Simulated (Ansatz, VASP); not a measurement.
# Two plane-wave programs on TiCo2

```
Ti Co
1.0
     0.00000    3.26892    3.26892
     3.26892    0.00000    3.26892
     3.26892    3.26892    0.00000
Ti Co
2 4
Direct
  0.50000 0.50000 0.50000
  0.75000 0.75000 0.75000
  0.12500 0.12500 0.12500
  0.62500 0.12500 0.12500
  0.12500 0.12500 0.62500
  0.12500 0.62500 0.12500
```

Alike in both runs: task single point; functional LDA; k mesh 10 × 10 × 10; occupations fermi-dirac, width 0.15 eV; no spin polarisation.

|  | VASP | Ansatz |
| --- | --- | --- |
| version | VASP 6.6.1 | Ansatz 0.2.0 |
| potentials or method | VASP PAW LDA potentials, release 64 (Ti_sv, Co), cutoff 520 eV | scalar-relativistic, plane waves, PAW |
| valence electrons in the cell | 60 | 92 |

Ansatz gave:

```
gap on the k mesh at the Fermi level (eV) : none
pressure (GPa)                            : -4.7
```

**Question.** What did VASP give for the same quantities?

**Answer.** gap on the k mesh at the Fermi level (eV): none; pressure (GPa): -5.0.

LDA's correlation is that of Perdew and Zunger in VASP and of Perdew and Wang (1992) in Ansatz. A gap of «none» marks a metal or a gap that the smearing closes. VASP's potentials hold 60 valence electrons a cell and Ansatz's 92, so a difference there can come from the potentials and not from the codes.
